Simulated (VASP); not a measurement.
**ZnS: single point with r2SCAN**

The system is ZnS.

```
Zn S
1.0
    -0.00088   -2.69464   -2.69437
    -0.00014    2.69415   -2.69388
     5.38910    0.00073    0.00102
Zn S
2 2
Direct
  0.49970 0.50019 0.49999
  0.00039 0.99978 0.99999
  0.99976 0.49991 0.25001
  0.50015 0.00011 0.75000
```

This cell differs from its parent crystal: cell sheared at random, sigma 0.03, atoms nudged by 0.01 Å, then relaxed in part.

- Program: VASP 6.6.1
- Task: single point
- Functional: r2SCAN
- Potentials or basis: VASP PAW PBE potentials, release 64 (Zn, S)
- Cutoff: 520 eV
- k mesh: 6 × 6 × 4
- Occupations: gaussian, width 0.05 eV
- Spin: no spin polarisation
- Dipole correction: no
- Further INCAR settings: ALGO = Normal; EDIFF = 1e-07; NBANDS = 26

- Pressure: 0.1 GPa
- Largest force: 0.005 eV/Å
- Band gap on the k mesh: 2.71 eV

Forces on the atoms (eV/Å):
```
Zn  -0.001 -0.004 -0.001
Zn  -0.001  0.004  0.000
S    0.000  0.000  0.001
S    0.001  0.001  0.000
```

Levels at points of the mesh, in eV from the valence-band top:
```csv
k point,band 14,band 15,band 16,band 17,band 18,band 19,band 20,band 21,band 22,band 23
"(0.00, 0.00, 0.00)",-2.31,-2.31,0.00,0.00,0.00,2.71,3.71,4.48,6.89,6.90
"(0.50, 0.00, 0.00)",-4.03,-2.59,-2.59,-0.94,-0.94,5.39,5.40,7.15,7.15,7.82
"(0.00, 0.50, 0.00)",-4.03,-2.59,-2.59,-0.94,-0.94,5.39,5.39,7.15,7.15,7.82
"(0.50, 0.50, 0.00)",-4.65,-2.32,-2.32,-2.31,-2.31,3.71,3.71,4.48,4.48,11.83
"(0.00, 0.00, 0.50)",-2.57,-1.28,-1.28,-1.28,-1.28,4.91,4.91,5.09,5.09,9.16
"(0.50, 0.00, 0.50)",-5.45,-0.90,-0.90,-0.90,-0.90,3.83,3.84,7.38,7.39,7.39
"(0.00, 0.50, 0.50)",-5.45,-0.90,-0.90,-0.90,-0.90,3.83,3.83,7.39,7.39,7.39
"(0.50, 0.50, 0.50)",-4.68,-2.85,-2.85,-2.82,-2.82,6.05,6.05,6.64,6.64,8.49
```

Wall time 5.4 min on 1 thread of Intel Xeon 6975P-C, with other jobs on the host, peak memory 0.27 GiB.

Caveat: the cell differs from its parent crystal (cell sheared at random, sigma 0.03, atoms nudged by 0.01 Å, then relaxed in part); the PAW data sets were made with another functional, which shifts forces and pressure a little.
